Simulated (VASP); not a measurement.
A run of VASP 6.6.1:

The input INCAR:

```
PREC = Accurate
ENCUT = 520
EDIFF = 1E-6
ISMEAR = -1
SIGMA = 0.15
LREAL = False
LASPH = True
NELM = 100
ALGO = Fast
ISIF = 2
LWAVE = False
LCHARG = True
GGA = PE
LELF = True
LVHAR = True
NBANDS = 22
```

KPOINTS

```
Automatic mesh
0
Gamma
  18 18 10
```

File POSCAR:

```
Rh
1.0
    2.7472546692      0.0000000000      0.0000000000
   -1.3736273346      2.3791923342      0.0000000000
    0.0000000000      0.0000000000      4.4197851932
Rh
2
Direct
    0.6666666667      0.3333333333      0.7500000000
    0.3333333333      0.6666666667      0.2500000000
```

Potentials or basis: VASP PAW PBE potentials, release 64 (Rh_pv).

Run with:

```console
$ cat potpaw_PBE.64/Rh_pv/POTCAR > POTCAR
$ mpirun -np 1 vasp_std > vasp.out
```

Hardware: 1 thread of Intel(R) Xeon(R) Platinum 8488C (Sapphire Rapids), on a shared host.

Q: How long does it take, and how much memory?

A: Run time: 96 s on 1 thread of Intel(R) Xeon(R) Platinum 8488C (Sapphire Rapids) (shared host), peak memory 0.22 GiB. Counts: scf iterations 12, k points 222.
